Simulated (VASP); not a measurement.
## NaCl: single point with PBE

Crystal: NaCl.

```
Na Cl
1.0
     0.00000    2.85104    2.85104
     2.85104    0.00000    2.85104
     2.85104    2.85104    0.00000
Na Cl
1 1
Direct
  0.00000 0.00000 0.00000
  0.50000 0.50000 0.50000
```

| Property | Result |
| --- | --- |
| Program | VASP 6.6.1 |
| Task | single point |
| Functional | PBE |
| Potentials or basis | VASP PAW PBE potentials, release 64 (Na_pv, Cl) |
| Cutoff | 500 eV |
| k mesh | 8 × 8 × 8 |
| Occupations | gaussian, width 0.02 eV |
| Spin | no spin polarisation |

* Pressure: -0.1 GPa
* Band gap on the k mesh: 4.98 eV

Levels at points of the mesh, in eV from the valence-band top:
| k point | band 5 | band 6 | band 7 | band 8 | band 9 | band 10 |
| --- | --- | --- | --- | --- | --- | --- |
| (0.00, 0.00, 0.00) | 0.00 | 0.00 | 0.00 | 4.98 | 11.08 | 11.08 |
| (0.50, 0.00, 0.00) | -1.83 | -0.25 | -0.25 | 7.21 | 10.36 | 10.89 |
| (0.50, 0.50, 0.00) | -1.57 | -0.56 | -0.56 | 7.44 | 8.10 | 11.09 |

Run time: 21 s on 1 thread of Intel Xeon 8259CL (shared host), peak memory 0.16 GiB.

A k mesh can miss the band edges.
